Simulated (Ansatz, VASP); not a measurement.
**Two plane-wave programs on Na**

```
Na
1.0
    -2.11334    2.11334    2.11334
     2.11334   -2.11334    2.11334
     2.11334    2.11334   -2.11334
Na
1
Direct
  0.00000 0.00000 0.00000
```

Alike in both runs: functional r2SCAN; k mesh 10 × 10 × 10; occupations fermi-dirac, width 0.1 eV; no spin polarisation.

Ansatz relaxed the structure, and its values are those at the end. VASP's run is a single point on that final structure, the one shown.

|  | VASP | Ansatz |
| --- | --- | --- |
| version | VASP 6.6.1 | Ansatz 0.2.0 |
| potentials or method | VASP PAW PBE potentials, release 64 (Na_pv) | PAW with Ansatz's default frozen-core files, scalar-relativistic |
| plane-wave cutoff (eV) | 520 | 500 |
| valence electrons in the cell | 7 | 9 |

```csv
,VASP,Ansatz,Ansatz less VASP
pressure (GPa),0.1,0.0,-0.09
```

VASP's potentials were made for PBE, not for r2SCAN. VASP's potentials hold 7 valence electrons a cell and Ansatz's 9, so a difference there can come from the potentials and not from the codes.
